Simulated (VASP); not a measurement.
Here is a VASP 6.6.1 calculation.

Contents of POSCAR:

```
TaN
1.0
    0.0000000000      2.2879500000      2.1245250000
    2.2879500000      0.0000000000      2.1245250000
    2.2879500000      2.2879500000      0.0000000000
Ta N
1 1
Direct
    0.5000000000      0.5000000000      0.5000000000
    0.0000000000      0.0000000000      0.0000000000
```

File INCAR.step1:

```
SYSTEM = TaN
  ALGO = Normal
  EDIFF = 1E-4
  ENCUT = 520
  GGA = PE
  ISMEAR = 0
  LASPH = .TRUE.
  LCHARG = .FALSE.
  LREAL = .FALSE.
  LWAVE = .TRUE.
  NBANDS = 15
  NELM = 100
  PREC = Accurate
  SIGMA = 0.15
```

The input INCAR.step2:

```
SYSTEM = TaN
  ALGO = Normal
  EDIFF = 1E-6
  ENCUT = 520
  ISIF = 2
  ISMEAR = 0
  ISTART = 1
  LASPH = .TRUE.
  LCHARG = .TRUE.
  LELF = .TRUE.
  LMIXTAU = .TRUE.
  LREAL = .FALSE.
  LVHAR = .TRUE.
  LWAVE = .FALSE.
  METAGGA = R2SCAN
  NBANDS = 15
  NELM = 100
  PREC = Accurate
  SIGMA = 0.15
```

KPOINTS

```
k-points
0
G
  18 18 18
  0 0 0
```

Potentials or basis: VASP PAW PBE potentials, release 64 (Ta_pv, N).

The run is started by

```sh
$ cat potpaw_PBE.64/Ta_pv/POTCAR potpaw_PBE.64/N/POTCAR > POTCAR
$ cp INCAR.step1 INCAR
$ mpirun -np 1 vasp_std > vasp.out
$ cp INCAR.step2 INCAR
$ mpirun -np 1 vasp_std > vasp.out
```

Problem. Predict the pressure.

Solution. -8.7 GPa.

Problem. What does it give for the band gap on the k mesh?

Solution. Zero (bands 8 and 9 overlap by 3.83 eV).

Stress tensor (GPa, compression positive):
```
-21.59   0.00   0.00
  0.00 -21.59   0.00
  0.00   0.00  17.22
```

Caveat: the cell differs from its parent crystal (strain +0.050 along x and y, -0.025 along z); the cell stands under tension; the PAW data sets were made with another functional, which shifts forces and pressure a little; spin-orbit coupling is left out, which moves the levels of the heavy elements.
